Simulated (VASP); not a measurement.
Set up this calculation in VASP 6.6.1, as the native input.

| Property | Result |
| --- | --- |
| Task | relaxation of cell and atoms |
| Functional | PBEsol |
| Dispersion | D3(BJ) |
| Potentials or basis | VASP PAW PBE potentials, release 64 (Ta_pv) |
| Cutoff | 600 eV |
| k mesh | 11 × 11 × 11 |
| Occupations | fermi-dirac, width 0.05 eV |
| Spin | no spin polarisation |
| Dipole correction | no |
| Further INCAR settings | ALGO = Normal; EDIFF = 1e-06; IBRION = 2; EDIFFG = -0.02; NSW = 80; ISIF = 3 |

The structure of Ta lies in POSCAR:

```
Ta
1.0
   -1.6512800000      1.6512800000      1.6512800000
    1.6512800000     -1.6512800000      1.6512800000
    1.6512800000      1.6512800000     -1.6512800000
Ta
1
Direct
    0.0000000000      0.0000000000      0.0000000000
```

One way to write it, as run:

INCAR

```
SYSTEM = Ta
  ALGO = Normal
  EDIFF = 1E-6
  EDIFFG = -0.02
  ENCUT = 600
  GGA = PS
  IBRION = 2
  ISIF = 3
  ISMEAR = -1
  IVDW = 12
  LASPH = .TRUE.
  LCHARG = .FALSE.
  LREAL = .FALSE.
  LWAVE = .FALSE.
  NELM = 100
  NSW = 80
  PREC = Accurate
  SIGMA = 0.05
```

KPOINTS

```
k-points
0
G
  11 11 11
  0 0 0
```

Potentials or basis: VASP PAW PBE potentials, release 64 (Ta_pv).

Run with:

```bash
$ cat potpaw_PBE.64/Ta_pv/POTCAR > POTCAR
$ mpirun -np 1 vasp_std > vasp.out
```

It gave:

```yaml
Relaxed_volume: 17.11 Å³/atom
Relaxed_cell: a = 2.812 Å, b = 2.812 Å, c = 2.812 Å, α = 109.47°, β = 109.47°, γ = 109.47°
Space_group_after_relaxing_to_0.05_Å: Im-3m (No. 229)
Energy_gained_by_relaxing: 31.7 meV/atom
Ionic_steps: 4
Pressure_after_relaxing: -0.1 GPa
Dispersion_energy_per_atom: -0.767 eV
```

Caveat: the PAW data sets were made with another functional, which shifts forces and pressure a little; pairwise dispersion overbinds metals, which lowers pressure and volume.

It took 16 s on 1 thread of Intel(R) Xeon(R) Platinum 8488C (Sapphire Rapids), on a shared host, peak memory 0.16 GiB.
